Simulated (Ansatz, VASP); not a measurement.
**One calculation of CuO, two programs**

```
Cu O
1.0
     2.34465   -1.71340    0.00000
     2.34465    1.71340    0.00000
    -0.86055    0.00000    5.05944
Cu O
2 2
Cartesian
  1.1723 0.8457 0.0000
  0.7420 -0.8457 2.5297
  2.0724 -0.2841 1.2836
  1.6421 0.2841 3.8133
```

Alike in both runs: functional revPBE; k mesh 6 × 6 × 3; occupations fermi-dirac, width 0.05 eV; no spin polarisation.

|  | VASP | Ansatz |
| --- | --- | --- |
| version | VASP 6.6.1 | Ansatz 0.2.0 |
| potentials or method | VASP PAW PBE potentials, release 64 (Cu_sv_GW, O) | Ansatz PAW |
| plane-wave cutoff (eV) | 700 | 420 |
| valence electrons in the cell | 50 | 50 |
| task | single point | band structure |

VASP gave:

- gap on the k mesh at the Fermi level (eV): none
- pressure (GPa): 6.9
- traceless stress, the component that is largest in VASP (GPa): -2.02
- rms of the force components (eV/Å): 0.428

Problem. Estimate Ansatz's values.

Solution. gap on the k mesh at the Fermi level (eV): none; pressure (GPa): 9.8; traceless stress, the component that is largest in VASP (GPa): -2.05; rms of the force components (eV/Å): 0.425.

VASP's potentials were made for PBE, not for revPBE. Atom by atom the forces differ by 0.005 eV/Å (rms over components). A gap of «none» marks a metal or a gap that the smearing closes.

The k mesh is coarse, so the values compare programs but aren't converged.
